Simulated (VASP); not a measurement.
Ge2Sb2O, 10 atoms in the cell. The structure is tetragonal, space group P4/mbm (No. 127). Conventional cell: a = 7.229 Å, b = 7.229 Å, c = 4.246 Å, α = 90.00°, β = 90.00°, γ = 90.00°. Within 3.3 Å of Ge (site symmetry m2m) lie 1 Ge at 2.50 Å and 2 O at 2.87 Å and 6 Sb at 2.95 to 3.06 Å. Within 3.9 Å of Sb (site symmetry m2m) lie 6 Ge at 2.95 to 3.06 Å and 4 O at 3.40 Å and 5 Sb at 3.63 to 3.76 Å. Within 3.8 Å of O (site symmetry 4/m) lie 4 Ge at 2.87 Å and 8 Sb at 3.40 Å. The cell was generated, and may not be a known phase.

```yaml
Program: VASP 6.6.1
Task: single point
Functional: PBE
Potentials_or_basis: VASP PAW PBE potentials, release 64 (Ge_d, Sb, O)
Cutoff: 520 eV
k_mesh: 4 × 4 × 4
Occupations: gaussian, width 0.1 eV
Spin: no spin polarisation
Dipole_correction: no
Further_INCAR_settings: ALGO = Normal; EDIFF = 1e-06; NBANDS = 55
```

Potentials or basis: VASP PAW PBE potentials, release 64 (Ge_d, Sb, O).

Command:

```bash
$ cat potpaw_PBE.64/Ge_d/POTCAR potpaw_PBE.64/Sb/POTCAR potpaw_PBE.64/O/POTCAR > POTCAR
$ mpirun -np 1 vasp_std > vasp.out
```

Hardware: 1 thread of Intel Xeon 8259CL, with other jobs on the host.

**Question.** How long does it take, and how much memory?

**Answer.** Wall time 6.6 min on 1 thread of Intel Xeon 8259CL, on a shared host, peak memory 0.4 GiB. Counts: scf iterations 20, k points 18.
